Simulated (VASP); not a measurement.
# AlNi (Pm-3m) in VASP: notebook, part 2 of 2

VASP 6.6.1. The steps go on from the part before.

### 3 Electric field gradients, PBE, collinear spin, ferromagnetic start

INCAR

```
SYSTEM = AlNi
PREC = Accurate ; ENCUT = 520
EDIFF = 1E-8 ; ISMEAR = -1
SIGMA = 0.03 ; LREAL = .FALSE.
LASPH = .TRUE. ; NELM = 150
ALGO = Normal ; ISIF = 2
LWAVE = .FALSE. ; LCHARG = .FALSE.
ISPIN = 2 ; MAGMOM = 0 1.5
LORBIT = 11 ; LMAXMIX = 4
GGA = PE ; LEFG = .TRUE.
NBANDS = 18
```

KPOINTS

```
regular mesh
0
G
  14 14 14
  0 0 0
```

POSCAR

```
AlNi
1.0
    2.8810000000      0.0000000000      0.0000000000
    0.0000000000      2.8810000000      0.0000000000
    0.0000000000      0.0000000000      2.8810000000
Al Ni
1 1
Direct
    0.0000000000      0.0000000000      0.0000000000
    0.5000000000      0.5000000000      0.5000000000
```

Potentials or basis: VASP PAW PBE potentials, release 64 (Al, Ni).

Command:

```bash
$ cat potpaw_PBE.64/Al/POTCAR potpaw_PBE.64/Ni/POTCAR > POTCAR
$ mpirun -np 1 vasp_std > vasp.out
```

OUTCAR:

```text
SYSTEM = AlNi
   PREC = Accurate
   ENCUT = 520
   EDIFF = 1E-8
   ISMEAR = -1
   LREAL = .FALSE.
   LASPH = .TRUE.
   NELM = 150
   ISIF = 2
   ISPIN = 2
   LORBIT = 11
   GGA = PE

 ion  position               nearest neighbor table
   1  0.000  0.000  0.000-   2 2.50   2 2.50   2 2.50   2 2.50   2 2.50   2 2.50   2 2.50   2 2.50

   2  0.500  0.500  0.500-   1 2.50   1 2.50   1 2.50   1 2.50   1 2.50   1 2.50   1 2.50   1 2.50

  LATTYP: Found a simple cubic cell.
 ALAT       =     2.8810000000

  Lattice vectors:

 A1 = (   2.8810000000,   0.0000000000,   0.0000000000)
 A2 = (   0.0000000000,   2.8810000000,   0.0000000000)
 A3 = (   0.0000000000,   0.0000000000,   2.8810000000)

Analysis of symmetry for initial positions (statically):
=====================================================================
 Subroutine PRICEL returns:
 Original cell was already a primitive cell.

 Routine SETGRP: Setting up the symmetry group for a
 simple cubic supercell.

 Subroutine GETGRP returns: Found 48 space group operations
 (whereof 48 operations were pure point group operations)
 out of a pool of 48 trial point group operations.

The static configuration has the point symmetry O_h .

Analysis of symmetry for dynamics (positions and initial velocities):
=====================================================================
 Subroutine PRICEL returns:
 Original cell was already a primitive cell.

 Routine SETGRP: Setting up the symmetry group for a
 simple cubic supercell.

 Subroutine GETGRP returns: Found 48 space group operations
 (whereof 48 operations were pure point group operations)
 out of a pool of 48 trial point group operations.

The dynamic configuration has the point symmetry O_h .

Analysis of structural, dynamic, and magnetic symmetry:
=====================================================================
 Subroutine PRICEL returns:
 Original cell was already a primitive cell.

 Routine SETGRP: Setting up the symmetry group for a
 simple cubic supercell.

 Subroutine GETGRP returns: Found 48 space group operations
 (whereof 48 operations were pure point group operations)
 out of a pool of 48 trial point group operations.

The overall configuration has the point symmetry O_h .

 Subroutine INISYM returns: Found 48 space group operations
 (whereof 48 operations are pure point group operations),
 and found     1 'primitive' translations

----------------------------------------------------------------------------------------

                                     Primitive cell

  volume of cell :      23.9128

  direct lattice vectors                    reciprocal lattice vectors
     2.881000000  0.000000000  0.000000000     0.347101701  0.000000000  0.000000000
     0.000000000  2.881000000  0.000000000     0.000000000  0.347101701  0.000000000
     0.000000000  0.000000000  2.881000000     0.000000000  0.000000000  0.347101701

  length of vectors
     2.881000000  2.881000000  2.881000000     0.347101701  0.347101701  0.347101701
[... 105 lines left out ...]
   LORBIT       =     11    0 simple, 1 ext, 2 COOP (PROOUT), +10 PAW based schemes
   GGA     = PE    functional components
   LHFCALC =     F    Hartree Fock is set to
   AEXX    =    0.0000 exact exchange contribution
   IVDW    =     0    specifies the selected vdW correction
   LEPSILON=     F    determine dielectric tensor
   LRPA    =     F    only Hartree local field effects (RPA)
 spin polarized calculation
  energy-cutoff  :      520.00
  volume of cell :       23.91
 maximum number of plane-waves:       660
 NGX is ok and might be reduce to    24
   NGX = 11   NGY = 11   NGZ = 11

 number of electron      13.0000015 magnetization       0.0000195

 number of electron      13.0000015 magnetization      -0.0000183

 Free energy of the ion-electron system (eV)
  ---------------------------------------------------
  ext. energy  EPLUGINS =         0.00000000
  ---------------------------------------------------
  free energy    TOTEN  =       -10.53649433 eV

  energy without entropy =      -10.53329455  energy(sigma->0) =      -10.53489444

 E-fermi :   9.9925     XC(G=0): -12.0482

 val. band max:        9.9894948856   @ k =   0.3571   0.1429   0.1429
 cond. band min:      10.0316225790   @ k =   0.3571   0.2857   0.0714
 fundamental gap:      0.0421276934
 Fermi energy:         9.9924855359

 spin component 1

 k-point     1 :       0.0000    0.0000    0.0000
  band No.  band energies     occupation
      1      -1.1118      1.00000
      2       6.8011      1.00000
      3       6.8011      1.00000
      4       8.4860      1.00000
      5       8.4860      1.00000
      6       8.4860      1.00000
[... 493 lines left out ...]
     17      32.3933      0.00000
     18      34.5709      0.00000

 [... further k-points ...]

 spin component 2

 k-point     1 :       0.0000    0.0000    0.0000
  band No.  band energies     occupation
      1      -1.1118      1.00000
      2       6.8011      1.00000
      3       6.8011      1.00000
      4       8.4859      1.00000
      5       8.4859      1.00000
      6       8.4859      1.00000
[... 493 lines left out ...]
     17      32.3933      0.00000
     18      34.5709      0.00000

 [... further k-points ...]
[... 5 lines left out ...]
  --------------------------------------------------------------------------------------
  -------------------------------------------------------------------------------------
  Total        0.3112512      0.3112512      0.3112512      0.0000000     -0.0000000      0.0000000
  in kB       20.8541191     20.8541191     20.8541191      0.0000000     -0.0000000      0.0000000
  external PRESSURE =      20.8541191 kB  Pullay stress =       0.0000000 kB

 VOLUME and BASIS-vectors are now :
 -----------------------------------------------------------------------------
  energy-cutoff  :      520.00
  volume of cell :       23.91
      direct lattice vectors                 reciprocal lattice vectors
     2.881000000  0.000000000  0.000000000     0.347101701  0.000000000  0.000000000
     0.000000000  2.881000000  0.000000000     0.000000000  0.347101701  0.000000000
     0.000000000  0.000000000  2.881000000     0.000000000  0.000000000  0.347101701

 POSITION                                       TOTAL-FORCE (eV/Angst)
 -----------------------------------------------------------------------------------
      0.00000      0.00000      0.00000         0.000000      0.000000      0.000000
      1.44050      1.44050      1.44050         0.000000      0.000000      0.000000
 -----------------------------------------------------------------------------------
    total drift:                                0.000000      0.000000     -0.000000

  FREE ENERGIE OF THE ION-ELECTRON SYSTEM (eV)
  ---------------------------------------------------
  free  energy   TOTEN  =       -10.5364943320 eV

  energy  without entropy=      -10.5332945491  energy(sigma->0) =      -10.53489444

 Electric field gradients (V/A^2)
---------------------------------------------------------------------
 ion       V_xx      V_yy      V_zz      V_xy      V_xz      V_yz
---------------------------------------------------------------------
   1      -0.000     0.000     0.000    -0.000    -0.000     0.000
   2       0.000    -0.000     0.000    -0.000     0.000     0.000
---------------------------------------------------------------------

 Electric field gradients after diagonalization (V/A^2)
 (convention: |V_zz| > |V_xx| > |V_yy|)
----------------------------------------------------------------------
 ion       V_xx      V_yy      V_zz     asymmetry (V_yy - V_xx)/ V_zz
----------------------------------------------------------------------
   1      -0.000     0.000     0.000       0.658
   2       0.000    -0.000     0.000      -0.459
----------------------------------------------------------------------

           NMR quadrupolar parameters

 Cq : quadrupolar parameter    Cq=e*Q*V_zz/h
 eta: asymmetry parameters     (V_yy - V_xx)/ V_zz
 Q  : nuclear electric quadrupole moment in mb (millibarn)
----------------------------------------------------------------------
 ion       Cq(MHz)       eta       Q (mb)
----------------------------------------------------------------------
   1       0.000       0.658       1.000
   2       0.000      -0.459       1.000
----------------------------------------------------------------------

 total charge

# of ion       s       p       d       tot
------------------------------------------
    1        0.384   0.414   0.000   0.798
    2        0.475   0.515   8.475   9.465
--------------------------------------------------
tot          0.860   0.929   8.475  10.263

 magnetization (x)

# of ion       s       p       d       tot
------------------------------------------
    1        0.000   0.000   0.000   0.000
    2       -0.000  -0.000  -0.000  -0.000
--------------------------------------------------
tot          0.000  -0.000  -0.000  -0.000
```

OSZICAR:

```text
N       E                     dE             d eps       ncg     rms          rms(c)
DAV:   1     0.459006861167E+02    0.45901E+02   -0.50369E+03  8816   0.763E+02
DAV:   2    -0.921194002634E+01   -0.55113E+02   -0.48434E+02  9390   0.162E+02
DAV:   3    -0.118041298448E+02   -0.25922E+01   -0.25451E+01 10274   0.364E+01
DAV:   4    -0.118374689210E+02   -0.33339E-01   -0.33311E-01 10044   0.364E+00
DAV:   5    -0.118382182004E+02   -0.74928E-03   -0.74922E-03 10238   0.592E-01    0.132E+01
DAV:   6    -0.142506105891E+02   -0.24124E+01   -0.43167E+01  9892   0.778E+01    0.174E+01
DAV:   7    -0.105605626144E+02    0.36900E+01   -0.13094E+01  9934   0.456E+01    0.176E+00
DAV:   8    -0.105486868063E+02    0.11876E-01   -0.36074E-01 11328   0.573E+00    0.109E+00
DAV:   9    -0.105362035989E+02    0.12483E-01   -0.43609E-02 10400   0.188E+00    0.607E-01
DAV:  10    -0.105364029939E+02   -0.19940E-03   -0.10722E-03 11378   0.303E-01    0.210E-01
DAV:  11    -0.105364552526E+02   -0.52259E-04   -0.19872E-03 11438   0.384E-01    0.736E-02
DAV:  12    -0.105364962600E+02   -0.41007E-04   -0.12809E-04 11276   0.103E-01    0.327E-02
DAV:  13    -0.105364958873E+02    0.37264E-06   -0.86426E-06 11092   0.253E-02    0.202E-02
DAV:  14    -0.105364944903E+02    0.13971E-05   -0.20343E-06 10862   0.149E-02    0.483E-03
DAV:  15    -0.105364943748E+02    0.11545E-06   -0.10403E-07 10770   0.297E-03    0.248E-03
DAV:  16    -0.105364943344E+02    0.40361E-07   -0.15373E-08  5482   0.129E-03    0.685E-04
DAV:  17    -0.105364943320E+02    0.24818E-08   -0.38399E-09  4698   0.656E-04
   1 F= -.10536494E+02 E0= -.10534894E+02  d E =-.319978E-02  mag=    -0.0000
```

Run time: 3.4 min. Hardware: 1 thread of AMD EPYC 7R13, shared host; peak memory 0.18 GiB.

Results:

```yaml
Free_energy: -10.5365 eV
Pressure: 2.1 GPa
Net_moment: 0.00 μB per cell
Valence_electrons_inside_the_program's_atomic_spheres: Al 0.80; Ni 9.46
```

Levels at points of the mesh, in eV from the Fermi level:
Spin up:
```tsv
k point	band 5	band 6	band 7	band 8	band 9	band 10
(0.00, 0.00, 0.00)	-1.51	-1.51	5.53	5.53	5.53	8.16
(0.50, 0.00, 0.00)	-2.21	-1.42	-0.61	8.31	10.05	10.05
(0.50, 0.50, 0.00)	-2.04	-2.04	-0.98	1.52	2.50	12.31
(0.50, 0.50, 0.50)	-0.95	2.04	2.04	2.04	3.72	4.48
```
Spin down:
| k point | band 5 | band 6 | band 7 | band 8 | band 9 | band 10 |
| --- | --- | --- | --- | --- | --- | --- |
| (0.00, 0.00, 0.00) | -1.51 | -1.51 | 5.53 | 5.53 | 5.53 | 8.16 |
| (0.50, 0.00, 0.00) | -2.21 | -1.42 | -0.61 | 8.31 | 10.05 | 10.05 |
| (0.50, 0.50, 0.00) | -2.04 | -2.04 | -0.98 | 1.52 | 2.50 | 12.31 |
| (0.50, 0.50, 0.50) | -0.95 | 2.04 | 2.04 | 2.04 | 3.72 | 4.48 |

Caveat: the starting moments collapsed, and a magnetic state may lie lower; without QUAD_EFG the Cq values of the log hold for a quadrupole moment of 1 mb, not for the nuclei.
